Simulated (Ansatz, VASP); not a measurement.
TlMo4F: VASP beside Ansatz

The input INCAR:

```
PREC = Accurate
ENCUT = 600
EDIFF = 1E-6
ISMEAR = 0
SIGMA = 0.1
LREAL = False
LASPH = True
NELM = 80
ALGO = Normal
ISIF = 3
LWAVE = False
LCHARG = False
GGA = PE
IBRION = 2
NSW = 90
EDIFFG = -0.04
```

KPOINTS

```
Automatic mesh
0
Gamma
  6 6 2
```

POSCAR

```
TlMo4F
1.0
    3.5799418646      0.0000000000      0.0000000000
    0.0000000000      3.5799418646      0.0000000000
    0.0000000000      0.0000000000      8.6765789527
Tl Mo F
1 4 1
Direct
    0.5000000000      0.5000000000      0.5000000000
    0.5000000000      0.0000000000      0.7751211043
    0.0000000000      0.5000000000      0.2248788957
    0.5000000000      0.0000000000      0.2248788957
    0.0000000000      0.5000000000      0.7751211043
    0.0000000000      0.0000000000      0.0000000000
```

Input for Ansatz:

```yaml
crystal:
  lattice:
    - [3.5799418646, 0.0, 0.0]
    - [0.0, 3.5799418646, 0.0]
    - [0.0, 0.0, 8.6765789527]
  atoms:
    - { symbol: Tl, position: [0.5, 0.5, 0.5] }
    - { symbol: Mo, position: [0.5, 0.0, 0.7751211043] }
    - { symbol: Mo, position: [0.0, 0.5, 0.2248788957] }
    - { symbol: Mo, position: [0.5, 0.0, 0.2248788957] }
    - { symbol: Mo, position: [0.0, 0.5, 0.7751211043] }
    - { symbol: F, position: [0.0, 0.0, 0.0] }
basis:
  ecutwfc: 420
kpoints:
  mp_grid: { grid: [6, 6, 2] }
hamiltonian:
  xc: pbe
scf:
  occupations: { method: gaussian, width: 0.1 }
  lower_state_search: "off"
output:
  forces: true
  stress: true
  eigenvalues: true
relax:
  adjacent_minimum: "off"
  f_tol: 0.04
  max_steps: 70
  cell: { stress_tol: 0.4 }
```

Change from the starting cell: species swapped into the NbVH4 type (P4/mmm, No. 123).

Alike in both runs: task relaxation of cell and atoms; functional PBE; k mesh 6 × 6 × 2; occupations gaussian, width 0.1 eV; no spin polarisation.

```csv
,VASP,Ansatz
version,VASP 6.6.1,Ansatz 0.2.0
potentials or method,"VASP PAW PBE potentials, release 64 (Tl_d, Mo_sv, F), cutoff 600 eV","scalar-relativistic, plane waves, PAW"
valence electrons in the cell,76,76
```

Ansatz gave:

- gap on the k mesh at the Fermi level, each at its own relaxed structure (eV): none
- relaxed volume (Å³/atom): 18.65
- relaxed length of the cell vector where the two differ most in proportion (Å): 8.852

Question: Estimate VASP's values.

Answer: gap on the k mesh at the Fermi level, each at its own relaxed structure (eV): none; relaxed volume (Å³/atom): 18.64; relaxed length of the cell vector where the two differ most in proportion (Å): 8.825.

A gap of «none» marks a metal or a gap that the smearing closes.

The k mesh is coarse, so the values compare programs but aren't converged. Neither program's run includes spin-orbit coupling.
